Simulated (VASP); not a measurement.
# Si2Br (P4_2/mmc) in VASP: further runs, part 2 of 2

VASP 6.6.1. The steps go on from the part before.

## (4) Single point, PBE

This run uses another cell than the first one, of 32.98 Å³/atom.

Input file INCAR:

```
PREC = Accurate
ENCUT = 520
EDIFF = 1E-7
ISMEAR = 0
SIGMA = 0.1
LREAL = False
LASPH = True
NELM = 60
ALGO = Normal
ISIF = 2
LWAVE = False
LCHARG = False
GGA = PE
NBANDS = 24
```

Input file KPOINTS:

```
regular mesh
0
Gamma
  8 8 6
```

Input file POSCAR:

```
Si2Br
1.0
    5.2617145023      0.0000000000      0.0000000000
    0.0000000000      5.2617145023      0.0000000000
    0.0000000000      0.0000000000      7.1471567144
Si Br
4 2
Direct
    0.5000000000      0.0000000000      0.6672363771
    0.0000000000      0.5000000000      0.8327636229
    0.0000000000      0.5000000000      0.1672363771
    0.5000000000      0.0000000000      0.3327636229
    0.5000000000      0.5000000000      0.7500000000
    0.5000000000      0.5000000000      0.2500000000
```

Potentials or basis: VASP PAW PBE potentials, release 64 (Si, Br).

The run is started by

```console
cat potpaw_PBE.64/Si/POTCAR potpaw_PBE.64/Br/POTCAR > POTCAR
mpirun -np 1 vasp_std > vasp.out
```

OUTCAR:

```text
PREC = Accurate
   ENCUT = 520
   EDIFF = 1E-7
   ISMEAR = 0
   LREAL = False
   LASPH = True
   NELM = 60
   ISIF = 2
   GGA = PE

 ion  position               nearest neighbor table
   1  0.500  0.000  0.667-   4 2.39   5 2.70   5 2.70
   2  0.000  0.500  0.833-   3 2.39   5 2.70   5 2.70
   3  0.000  0.500  0.167-   2 2.39   6 2.70   6 2.70
   4  0.500  0.000  0.333-   1 2.39   6 2.70   6 2.70
   5  0.500  0.500  0.750-   1 2.70   2 2.70   1 2.70   2 2.70
   6  0.500  0.500  0.250-   3 2.70   4 2.70   4 2.70   3 2.70

  LATTYP: Found a simple tetragonal cell.
 ALAT       =     5.2617145023
 C/A-ratio  =     1.3583322910

  Lattice vectors:

 A1 = (   5.2617145023,   0.0000000000,   0.0000000000)
 A2 = (   0.0000000000,   5.2617145023,   0.0000000000)
 A3 = (   0.0000000000,   0.0000000000,   7.1471567144)

Analysis of symmetry for initial positions (statically):
=====================================================================
 Subroutine PRICEL returns:
 Original cell was already a primitive cell.

[... 183 lines left out ...]
 cond. band min:       1.7341966699   @ k =   0.3750   0.1250   0.3333
 fundamental gap:      0.0213188735
 Fermi energy:         1.7176429824

 k-point     1 :       0.0000    0.0000    0.0000
  band No.  band energies     occupation
      1     -14.5322      2.00000
      2     -14.2047      2.00000
      3      -6.2421      2.00000
      4      -5.9352      2.00000
      5      -3.9172      2.00000
      6      -3.9172      2.00000
[... 637 lines left out ...]
     23       6.7388      0.00000
     24       6.9045      0.00000

 [... further k-points ...]

------------------------ aborting loop because EDIFF is reached ----------------------------------------

  FORCE on cell =-STRESS in cart. coord.  units (eV):
  Direction    XX          YY          ZZ          XY          YZ          ZX
  --------------------------------------------------------------------------------------
  -------------------------------------------------------------------------------------
  Total        0.0177622      0.0177622     -0.0575888     -0.0000000      0.0000000      0.0000000
  in kB        0.1438204      0.1438204     -0.4662951     -0.0000000      0.0000000      0.0000000
  external PRESSURE =      -0.0595514 kB  Pullay stress =       0.0000000 kB

 VOLUME and BASIS-vectors are now :
 -----------------------------------------------------------------------------
  energy-cutoff  :      520.00
  volume of cell :      197.87
      direct lattice vectors                 reciprocal lattice vectors
     5.261714502  0.000000000  0.000000000     0.190052121  0.000000000  0.000000000
     0.000000000  5.261714502  0.000000000     0.000000000  0.190052121  0.000000000
     0.000000000  0.000000000  7.147156714     0.000000000  0.000000000  0.139915779

 POSITION                                       TOTAL-FORCE (eV/Angst)
 -----------------------------------------------------------------------------------
      2.63086      0.00000      4.76884         0.000000      0.000000     -0.005031
      0.00000      2.63086      5.95189         0.000000      0.000000      0.005031
      0.00000      2.63086      1.19526         0.000000      0.000000     -0.005031
      2.63086      0.00000      2.37831         0.000000      0.000000      0.005031
      2.63086      2.63086      5.36037         0.000000     -0.000000      0.000000
      2.63086      2.63086      1.78679        -0.000000      0.000000     -0.000000
 -----------------------------------------------------------------------------------
    total drift:                                0.000000      0.000000     -0.000000

  FREE ENERGIE OF THE ION-ELECTRON SYSTEM (eV)
  ---------------------------------------------------
  free  energy   TOTEN  =       -18.9216441616 eV

  energy  without entropy=      -18.8961398084  energy(sigma->0) =      -18.90889198
```

OSZICAR:

```text
N       E                     dE             d eps       ncg     rms          rms(c)
DAV:   1     0.132222442474E+03    0.13222E+03   -0.10997E+04  2880   0.996E+02
DAV:   2    -0.493782261562E+01   -0.13716E+03   -0.12872E+03  3920   0.157E+02
DAV:   3    -0.188624910664E+02   -0.13925E+02   -0.13664E+02  3664   0.508E+01
DAV:   4    -0.191503056100E+02   -0.28781E+00   -0.28734E+00  3576   0.895E+00
DAV:   5    -0.191559614583E+02   -0.56558E-02   -0.56548E-02  3792   0.129E+00    0.123E+01
DAV:   6    -0.189714857676E+02    0.18448E+00   -0.18851E-01  3496   0.188E+00    0.739E+00
DAV:   7    -0.189238222761E+02    0.47663E-01   -0.31351E-01  3504   0.212E+00    0.512E-01
DAV:   8    -0.189215641663E+02    0.22581E-02   -0.46466E-02  3440   0.941E-01    0.265E-01
DAV:   9    -0.189216576499E+02   -0.93484E-04   -0.32677E-03  3968   0.233E-01    0.129E-01
DAV:  10    -0.189215997627E+02    0.57887E-04   -0.24099E-04  3544   0.665E-02    0.594E-02
DAV:  11    -0.189216390360E+02   -0.39273E-04   -0.93799E-05  3600   0.462E-02    0.113E-02
DAV:  12    -0.189216413456E+02   -0.23096E-05   -0.15152E-05  3600   0.164E-02    0.132E-02
DAV:  13    -0.189216439078E+02   -0.25622E-05   -0.34145E-06  3464   0.801E-03    0.156E-03
DAV:  14    -0.189216440706E+02   -0.16281E-06   -0.26573E-07  3504   0.244E-03    0.149E-03
DAV:  15    -0.189216441616E+02   -0.90955E-07   -0.13374E-07  2928   0.155E-03
   1 F= -.18921644E+02 E0= -.18908892E+02  d E =-.255044E-01
```

It took 2.6 min on 1 thread of Intel Xeon Platinum 8488C (Sapphire Rapids), shared host; peak memory 0.42 GiB.

Results:

| Property | Result |
| --- | --- |
| Free energy | -18.9216 eV |
| Pressure | 0.0 GPa |
| Largest force | 0.005 eV/Å |
| Band gap on the k mesh | zero (bands 15 and 16 overlap by 1.21 eV) |

Forces in eV/Å, atoms in the order of the input:
```
Si   0.000  0.000 -0.005
Si   0.000  0.000  0.005
Si   0.000  0.000 -0.005
Si   0.000  0.000  0.005
Br   0.000  0.000  0.000
Br   0.000  0.000  0.000
```

## (5) Summary

```csv
task,cell,k mesh,cutoff (eV),gap on the mesh (eV),pressure (GPa),largest force (eV/Å)
single point,"a = 4.285, b = 4.285, c = 4.671 Å, 6 atoms, atomic positions A",4 × 4 × 4,520,none,92.3,7.92
relaxation of cell and atoms,"relaxed from a = 4.285, b = 4.285, c = 4.671 Å, 6 atoms, atomic positions A",4 × 4 × 4,600,none,0.0,0.01
single point,"a = 5.262, b = 5.262, c = 7.147 Å, 6 atoms, atomic positions B",8 × 8 × 6,520,none,0.0,0.01
```

Alike in all rows: level PBE; potentials or basis VASP PAW PBE potentials, release 64 (Si, Br); no spin polarisation; smearing gaussian 0.1 eV.

Caveats: some runs use coarse meshes; forces of over 1 eV/Å act on the atoms, so gaps and moduli don't describe the material at rest (at least some runs); the volume moved by over 15 % at a fixed basis, so the end points are rough (at least some runs).

Absolute energies hang on the potentials; compare differences alone.

The gap in the log of VASP goes by the Fermi energy; the results here count the filled bands.